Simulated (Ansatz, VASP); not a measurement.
## One calculation of TaN, two programs

File INCAR:

```
ALGO     = Normal         # electronic algorithm
EDIFF    = 1E-7           # SCF threshold, eV
ENCUT    = 520            # plane-wave cutoff, eV
GGA      = PE             # functional
ISIF     = 2              # what is computed and relaxed
ISMEAR   = -1             # smearing method
LASPH    = T              # aspherical terms in the spheres
LCHARG   = F              # write CHGCAR
LREAL    = F              # projectors in reciprocal space
LWAVE    = F              # write WAVECAR
NBANDS   = 15             # bands
NELM     = 100            # most SCF steps
PREC     = Accurate       # precision mode
SIGMA    = 0.05           # smearing width, eV
```

The input KPOINTS:

```
k-points
0
Gamma
  9 9 9
```

POSCAR

```
TaN
1.0
    0.0000000000      2.4911437700      2.4911437700
    2.4911437700      0.0000000000      2.4911437700
    2.4911437700      2.4911437700      0.0000000000
Ta N
1 1
Direct
    0.0000000000      0.0000000000      0.0000000000
    0.2500000000      0.2500000000      0.2500000000
```

The input input.yaml:

```yaml
crystal:
  lattice:
    - [0.0, 2.49114377, 2.49114377]
    - [2.49114377, 0.0, 2.49114377]
    - [2.49114377, 2.49114377, 0.0]
  atoms:
    - { symbol: Ta, position: [0.0, 0.0, 0.0] }
    - { symbol: "N", position: [0.25, 0.25, 0.25] }
hamiltonian:
  xc: pbe
  pseudopotentials: { kind: paw, source: jth }
kpoints:
  mp_grid: { grid: [9, 9, 9] }
scf:
  occupations: { method: fermi_dirac, width: 0.05 }
output:
  forces: true
  stress: true
  eigenvalues: true
```

Alike in both runs: task single point; functional PBE; k mesh 9 × 9 × 9; occupations fermi-dirac, width 0.05 eV; no spin polarisation.

```csv
,VASP,Ansatz
version,VASP 6.6.1,Ansatz 0.2.0
potentials or method,"VASP PAW PBE potentials, release 64 (Ta_pv, N)",JTH PAW
plane-wave cutoff (eV),520,1320
valence electrons in the cell,16,18
```

VASP gave:

| Quantity | Value |
| --- | --- |
| gap on the k mesh at the Fermi level (eV) | none |
| pressure (GPa) | -25.3 |

Question: Estimate Ansatz's values.

Answer: gap on the k mesh at the Fermi level (eV): none; pressure (GPa): -25.4.

A gap of «none» marks a metal or a gap that the smearing closes. The functional is the same, so the differences come from potentials, cutoffs and numerics. VASP's potentials hold 16 valence electrons a cell and Ansatz's 18, so a difference there can come from the potentials and not from the codes.

Spin-orbit coupling is off throughout.
